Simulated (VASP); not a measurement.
Here is a VASP 6.6.1 calculation.

File POSCAR:

```
C
1.0
    2.5098430141      0.0000000000      0.0000000000
   -1.2549215070      2.1735878097      0.0000000000
    0.0000000000      0.0000000000      8.2802488779
C
8
Direct
    0.0000000000      0.0000000000      0.0008143040
    0.3333333333      0.6666666667      0.2492477410
    0.0000000000      0.0000000000      0.5008143040
    0.6666666667      0.3333333333      0.7492477410
    0.0000000000      0.0000000000      0.1866856960
    0.3333333333      0.6666666667      0.4382522590
    0.0000000000      0.0000000000      0.6866856960
    0.6666666667      0.3333333333      0.9382522590
```

Contents of INCAR.step1:

```
SYSTEM = C
PREC = Accurate
ENCUT = 520
ISMEAR = 0
SIGMA = 0.01
LREAL = .FALSE.
LASPH = .TRUE.
NELM = 80
NBANDS = 26
GGA = PE
ALGO = Normal
EDIFF = 1E-4
LWAVE = .TRUE.
LCHARG = .FALSE.
```

The input INCAR.step2:

```
SYSTEM = C
PREC = Accurate
ENCUT = 520
EDIFF = 1E-7
ISMEAR = 0
SIGMA = 0.01
LREAL = .FALSE.
LASPH = .TRUE.
NELM = 80
ALGO = Normal
ISIF = 2
LWAVE = .FALSE.
LCHARG = .FALSE.
METAGGA = R2SCAN
LMIXTAU = .TRUE.
NBANDS = 26
ISTART = 1
```

The input KPOINTS:

```
regular mesh
0
G
  12 12 4
  0 0 0
```

Potentials or basis: VASP PAW PBE potentials, release 64 (C).

Command:

```console
$ cat potpaw_PBE.64/C/POTCAR > POTCAR
$ cp INCAR.step1 INCAR
$ mpirun -np 1 vasp_std > vasp.out
$ cp INCAR.step2 INCAR
$ mpirun -np 1 vasp_std > vasp.out
```

What does it give for the pressure?

1.1 GPa.

Estimate the band gap on the k mesh.

4.78 eV, indirect (least direct gap 5.55 eV).

Estimate the largest force.

0.007 eV/Å.

Forces in eV/Å, atoms in the order of the input:
```
C    0.000  0.000  0.001
C    0.000  0.000  0.007
C    0.000  0.000  0.001
C    0.000  0.000  0.007
C    0.000  0.000 -0.001
C    0.000  0.000 -0.007
C    0.000  0.000 -0.001
C    0.000  0.000 -0.007
```

Caveat: the PAW data sets were made with another functional, which shifts forces and pressure a little. A k mesh can miss the band edges.
